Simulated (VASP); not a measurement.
A run of VASP 6.6.1 is set up as follows.

The input INCAR:

```
ALGO = Normal
EDIFF = 1E-6
ENCUT = 520
GGA = PE
ISIF = 2
ISMEAR = 0
LASPH = T
LCHARG = F
LREAL = F
LWAVE = F
NBANDS = 16
NELM = 60
PREC = Accurate
SIGMA = 0.1
```

Contents of KPOINTS:

```
k-points
0
Gamma
  14 14 14
```

File POSCAR:

```
InAs
1.0
    0.0000000000      2.7959708213      2.7959708213
    2.7959708213      0.0000000000      2.7959708213
    2.7959708213      2.7959708213      0.0000000000
In As
1 1
Direct
    0.7500000000      0.7500000000      0.7500000000
    0.0000000000      0.0000000000      0.0000000000
```

Potentials or basis: VASP PAW PBE potentials, release 64 (In_d, As).

Run with:

```sh
$ cat potpaw_PBE.64/In_d/POTCAR potpaw_PBE.64/As/POTCAR > POTCAR
$ mpirun -np 1 vasp_std > vasp.out
```

(1) Predict the band gap on the k mesh.

(2) Estimate the pressure.

Answers

(1) 0.99 eV, direct.

(2) 30.2 GPa.

Caveat: spin-orbit coupling is left out, which moves the levels of the heavy elements.
